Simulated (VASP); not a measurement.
Input of a VASP 6.6.1 run:

File INCAR:

```
PREC     = Accurate       # precision mode
ENCUT    = 520            # plane-wave cutoff, eV
EDIFF    = 1E-6           # SCF threshold, eV
ISMEAR   = 0              # smearing method
SIGMA    = 0.15           # smearing width, eV
LREAL    = False          # projectors in reciprocal space
LASPH    = True           # aspherical terms in the spheres
NELM     = 60             # most SCF steps
ALGO     = Fast           # electronic algorithm
ISIF     = 2              # what is computed and relaxed
LWAVE    = False          # write WAVECAR
LCHARG   = False          # write CHGCAR
GGA      = PS             # functional
IBRION   = 2              # ionic algorithm
NSW      = 100            # ionic steps
EDIFFG   = -0.01          # ionic threshold
```

Contents of KPOINTS:

```
Automatic mesh
0
Gamma
  12 12 4
```

The input POSCAR:

```
Al
1.0
    2.8363427619     -0.1132176851     -0.0146446169
   -1.5162207724      2.2316460100      0.0247805913
   -0.0481331500      0.0662578236     10.3893878584
Al
4
Direct
    0.0091103838      0.0060195843     -0.0006981859
    0.3296235064      0.6647680852      0.2510548297
   -0.0060706961     -0.0019501118      0.4993553844
    0.6673368058      0.3311624423      0.7502879718
```

Potentials or basis: VASP PAW PBE potentials, release 64 (Al).

Command:

```console
$ cat potpaw_PBE.64/Al/POTCAR > POTCAR
$ mpirun -np 1 vasp_std > vasp.out
```

(1) Predict the energy gained by relaxing.

(2) What does it give for the band gap on the k mesh?

Answers

(1) 0.5 meV/atom.

(2) zero (bands 6 and 7 overlap by 5.02 eV).
